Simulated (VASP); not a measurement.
# ZrH (P4_2/mmc) in VASP: a series of runs

ZrH is run at these levels: r2SCAN; tasks: single point.

All numbers are computed with VASP 6.6.1; they aren't measurements. Logs are shortened: lines on timing, memory, paths and dates and some standing lists are left out, and cuts for length are marked.

## 1. The cell of the first run

The structure is tetragonal, space group P4_2/mmc (No. 131). Conventional cell: a = 3.084 Å, b = 3.084 Å, c = 4.848 Å, α = 90.00°, β = 90.00°, γ = 90.00°. Zr (site symmetry mmm) has 4 H at 1.96 Å within 2.6 Å. H (site symmetry -4m2) has 4 Zr at 1.96 Å and 2 H at 2.42 Å within 2.6 Å.

## 2. Single point, r2SCAN (11.53 Å³/atom)

POSCAR

```
ZrH
1.0
    3.0841277949      0.0000000000      0.0000000000
    0.0000000000      3.0841277949      0.0000000000
    0.0000000000      0.0000000000      4.8478904502
Zr H
2 2
Direct
    0.0000000000      0.5000000000      0.0000000000
    0.5000000000      0.0000000000      0.5000000000
    0.0000000000      0.0000000000      0.7500000000
    0.0000000000      0.0000000000      0.2500000000
```

INCAR.step1

```
PREC = Accurate
ENCUT = 520
ISMEAR = 0
SIGMA = 0.1
LREAL = F
LASPH = T
NELM = 80
NBANDS = 21
GGA = PE
ALGO = Normal
EDIFF = 1E-4
LWAVE = T
LCHARG = F
```

INCAR.step2

```
PREC = Accurate
ENCUT = 520
EDIFF = 1E-6
ISMEAR = 0
SIGMA = 0.1
LREAL = F
LASPH = T
NELM = 80
ALGO = Normal
ISIF = 2
LWAVE = F
LCHARG = F
METAGGA = R2SCAN
LMIXTAU = T
NBANDS = 21
ISTART = 1
```

KPOINTS

```
Automatic mesh
0
Gamma
  14 14 8
```

Potentials or basis: VASP PAW PBE potentials, release 64 (Zr_sv, H).

Command:

```bash
$ cat potpaw_PBE.64/Zr_sv/POTCAR potpaw_PBE.64/H/POTCAR > POTCAR
$ cp INCAR.step1 INCAR
$ mpirun -np 1 vasp_std > vasp.out
$ cp INCAR.step2 INCAR
$ mpirun -np 1 vasp_std > vasp.out
```

OUTCAR:

```text
PREC = Accurate
   ENCUT = 520
   EDIFF = 1E-6
   ISMEAR = 0
   LREAL = F
   LASPH = T
   NELM = 80
   ISIF = 2
   METAGGA = R2SCAN
   ISTART = 1

 ion  position               nearest neighbor table
   1  0.000  0.500  0.000-   3 1.96   4 1.96   3 1.96   4 1.96   2 3.26   2 3.26   2 3.26   2 3.26
                             2 3.26   2 3.26   2 3.26   2 3.26
   2  0.500  0.000  0.500-   3 1.96   4 1.96   3 1.96   4 1.96   1 3.26   1 3.26   1 3.26   1 3.26
                             1 3.26   1 3.26   1 3.26   1 3.26
   3  0.000  0.000  0.750-   1 1.96   2 1.96   1 1.96   2 1.96
   4  0.000  0.000  0.250-   1 1.96   2 1.96   1 1.96   2 1.96

  LATTYP: Found a simple tetragonal cell.
 ALAT       =     3.0841277949
 C/A-ratio  =     1.5718837780

  Lattice vectors:

 A1 = (   3.0841277949,   0.0000000000,   0.0000000000)
 A2 = (   0.0000000000,   3.0841277949,   0.0000000000)
 A3 = (   0.0000000000,   0.0000000000,   4.8478904502)

Analysis of symmetry for initial positions (statically):
=====================================================================
 Subroutine PRICEL returns:
 Original cell was already a primitive cell.

 Routine SETGRP: Setting up the symmetry group for a
 simple tetragonal supercell.

 Subroutine GETGRP returns: Found 16 space group operations
 (whereof  8 operations were pure point group operations)
 out of a pool of 16 trial point group operations.

The static configuration has the point symmetry D_2h.
 The point group associated with its full space group is D_4h.

Analysis of symmetry for dynamics (positions and initial velocities):
=====================================================================
 Subroutine PRICEL returns:
 Original cell was already a primitive cell.

 Routine SETGRP: Setting up the symmetry group for a
 simple tetragonal supercell.

 Subroutine GETGRP returns: Found 16 space group operations
 (whereof  8 operations were pure point group operations)
 out of a pool of 16 trial point group operations.

The dynamic configuration has the point symmetry D_2h.
 The point group associated with its full space group is D_4h.

 Subroutine INISYM returns: Found 16 space group operations
 (whereof  8 operations are pure point group operations),
 and found     1 'primitive' translations

----------------------------------------------------------------------------------------

                                     Primitive cell

  volume of cell :      46.1124
[... 87 lines left out ...]
   ISPIN  =      1    spin polarized calculation?
   LNONCOLLINEAR =      F non collinear calculations
   LSORBIT =      F    spin-orbit coupling
   LASPH  =      T    aspherical Exc in radial PAW
   ENCUT  =  520.0 eV  38.22 Ry    6.18 a.u.   5.73  5.73  9.01*2*pi/ulx,y,z
   NELM   =     80;   NELMIN=  2; NELMDL=  0     # of ELM steps
   EDIFF  = 0.1E-05   stopping-criterion for ELM
   LREAL  =      F    real-space projection
   EDIFFG = 0.1E-04   stopping-criterion for IOM
   NSW    =      0    number of steps for IOM
   IBRION =     -1    ionic relax: 0-MD 1-quasi-New 2-CG
   NFREE  =      0    steps in history (QN), initial steepest desc. (CG)
   ISIF   =      2    stress and relaxation
   ISYM   =      2    0-nonsym 1-usesym 2-fastsym
   POTIM  = 0.5000    time-step for ionic-motion
   TEBEG  =    0.0;   TEEND  =   0.0 temperature during run
   PSTRESS=    0.0 pullay stress
   NELECT =      26.0000    total number of electrons
   NUPDOWN=      -1.0000    fix difference up-down
   EMIN   =  10.00;   EMAX   =-10.00  energy-range for DOS
   EFERMI =   0.00;   METHOD = LEGACY
   ISMEAR =     0;   SIGMA  =   0.10  broadening in eV -4-tet -1-fermi 0-gaus
   EFERMI_NEDOS =   21; number of points for ismear=-14 and -15
   IALGO  =     38    algorithm
   IMIX   =      4    mixing-type and parameters
     AMIX     =   0.40;   BMIX     =  1.00
     AMIX_MAG =   1.60;   BMIX_MAG =  1.00
  volume/ion in A,a.u.               =      11.53        77.80
  Fermi-wavevector in a.u.,A,eV,Ry     =   1.352467  2.555793 24.887338  1.829168
  Thomas-Fermi vector in A             =   2.479804
   LORBIT       =      0    0 simple, 1 ext, 2 COOP (PROOUT), +10 PAW based schemes
   METAGGA = R2SCAN    functional components
   LHFCALC =     F    Hartree Fock is set to
   AEXX    =    0.0000 exact exchange contribution
   IVDW    =     0    specifies the selected vdW correction
   LEPSILON=     F    determine dielectric tensor
   LRPA    =     F    only Hartree local field effects (RPA)
 non-spin polarized calculation
 Gauss-broadening in eV      SIGMA  =   0.10
  energy-cutoff  :      520.00
  volume of cell :       46.11
 maximum number of plane-waves:      1263
 NGX is ok and might be reduce to    24
   NGX = 11   NGY = 11   NGZ = 19

 number of electron      26.0000000 magnetization

 Free energy of the ion-electron system (eV)
  ---------------------------------------------------
  ext. energy  EPLUGINS =         0.00000000
  ---------------------------------------------------
  free energy    TOTEN  =       -54.05150710 eV

  energy without entropy =      -54.04514739  energy(sigma->0) =      -54.04832724

 E-fermi :   9.5809     XC(G=0): -12.4580

 val. band max:        9.5749696592   @ k =   0.3571   0.0000   0.5000
 cond. band min:       9.6028092552   @ k =   0.5000   0.1429   0.1250
 fundamental gap:      0.0278395960
 Fermi energy:         9.5809247898

 k-point     1 :       0.0000    0.0000    0.0000
  band No.  band energies     occupation
      1     -40.7801      2.00000
      2     -40.5983      2.00000
      3     -18.6922      2.00000
      4     -17.8516      2.00000
      5     -17.8516      2.00000
      6     -17.6115      2.00000
[... 565 lines left out ...]
     20      17.3220      0.00000
     21      18.0750      0.00000

 [... further k-points ...]
[... 5 lines left out ...]
  --------------------------------------------------------------------------------------
  -------------------------------------------------------------------------------------
  Total        5.4676098      5.4676098      5.4555707      0.0000000      0.0000000      0.0000000
  in kB      189.9724265    189.9724265    189.5541256      0.0000000      0.0000000      0.0000000
  external PRESSURE =     189.8329929 kB  Pullay stress =       0.0000000 kB

 VOLUME and BASIS-vectors are now :
 -----------------------------------------------------------------------------
  energy-cutoff  :      520.00
  volume of cell :       46.11
      direct lattice vectors                 reciprocal lattice vectors
     3.084127795  0.000000000  0.000000000     0.324240779  0.000000000  0.000000000
     0.000000000  3.084127795  0.000000000     0.000000000  0.324240779  0.000000000
     0.000000000  0.000000000  4.847890450     0.000000000  0.000000000  0.206275288

 POSITION                                       TOTAL-FORCE (eV/Angst)
 -----------------------------------------------------------------------------------
      0.00000      1.54206      0.00000         0.000000      0.000000     -0.000000
      1.54206      0.00000      2.42395         0.000000      0.000000     -0.000000
      0.00000      0.00000      3.63592        -0.000000      0.000000      0.000000
      0.00000      0.00000      1.21197         0.000000     -0.000000     -0.000000
 -----------------------------------------------------------------------------------
    total drift:                                0.000000      0.000000     -0.000000

  FREE ENERGIE OF THE ION-ELECTRON SYSTEM (eV)
  ---------------------------------------------------
  free  energy   TOTEN  =       -54.0515070964 eV

  energy  without entropy=      -54.0451473873  energy(sigma->0) =      -54.04832724
```

OSZICAR.step1:

```text
N       E                     dE             d eps       ncg     rms          rms(c)
DAV:   1     0.223592322374E+03    0.22359E+03   -0.14188E+04  7560   0.124E+03
DAV:   2    -0.992861294871E+01   -0.23352E+03   -0.22790E+03  8558   0.364E+02
DAV:   3    -0.267769966492E+02   -0.16848E+02   -0.16703E+02 14106   0.720E+01
DAV:   4    -0.271312472200E+02   -0.35425E+00   -0.35380E+00  9132   0.111E+01
DAV:   5    -0.271392853734E+02   -0.80382E-02   -0.80374E-02 11433   0.119E+00    0.243E+01
DAV:   6    -0.254937057710E+02    0.16456E+01   -0.22323E+00  8597   0.102E+01    0.990E+00
DAV:   7    -0.251869839614E+02    0.30672E+00   -0.13718E+00 10193   0.689E+00    0.115E+00
DAV:   8    -0.252025694369E+02   -0.15585E-01   -0.16447E-01  9943   0.219E+00    0.642E-01
DAV:   9    -0.252034306556E+02   -0.86122E-03   -0.53651E-03 10095   0.624E-01    0.119E-01
DAV:  10    -0.252031156261E+02    0.31503E-03   -0.27696E-04  7712   0.117E-01    0.614E-02
DAV:  11    -0.252031041603E+02    0.11466E-04   -0.30182E-05  5070   0.459E-02
   1 F= -.25203104E+02 E0= -.25199080E+02  d E =-.804791E-02
```

Wall time 14 min (1 thread of AMD EPYC 7R43 (Zen 3), shared host); peak memory 0.22 GiB.

What came out:

```yaml
Free_energy: -54.0515 eV
Pressure: 19.0 GPa
Band_gap_on_the_k_mesh: zero (bands 13 and 14 overlap by 1.12 eV)
```

Caveat: the cell stands under pressure; the PAW data sets were made with another functional, which shifts forces and pressure a little.

(Part 1 of 2 ends here.)

The gap in the log of VASP goes by the Fermi energy; the results here count the filled bands.